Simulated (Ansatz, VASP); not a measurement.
**Si2W: VASP beside Ansatz**

```
CELL_PARAMETERS angstrom
-1.59294 1.59294 3.88693
1.59294 -1.59294 3.88693
1.59294 1.59294 -3.88693
ATOMIC_POSITIONS crystal
Si 0.33471 0.33471 0.00000
Si 0.66529 0.66529 0.00000
W 0.00000 0.00000 0.00000
```

Alike in both runs: functional LDA; k mesh 10 × 10 × 10; occupations fermi-dirac, width 0.1 eV; no spin polarisation.

Ansatz relaxed the structure, and its values are those at the end. VASP's run is a single point on that final structure, the one shown.

|  | VASP | Ansatz |
| --- | --- | --- |
| version | VASP 6.6.1 | Ansatz 0.2.0 |
| potentials or method | VASP PAW LDA potentials, release 64 (Si, W_sv), cutoff 520 eV | PAW plane waves |
| valence electrons in the cell | 22 | 22 |

Ansatz gave:

| Quantity | Value |
| --- | --- |
| gap on the k mesh at the Fermi level (eV) | none |
| pressure (GPa) | 0.0 |
| rms of the force components (eV/Å) | 0.002 |

Problem. Estimate VASP's values.

Solution. gap on the k mesh at the Fermi level (eV): none; pressure (GPa): 0.7; rms of the force components (eV/Å): 0.008.

Ansatz warns that its potentials were made for another functional, while VASP's fit it. LDA's correlation is that of Perdew and Zunger in VASP and of Perdew and Wang (1992) in Ansatz. A gap of «none» marks a metal or a gap that the smearing closes.

Spin-orbit coupling is off throughout.
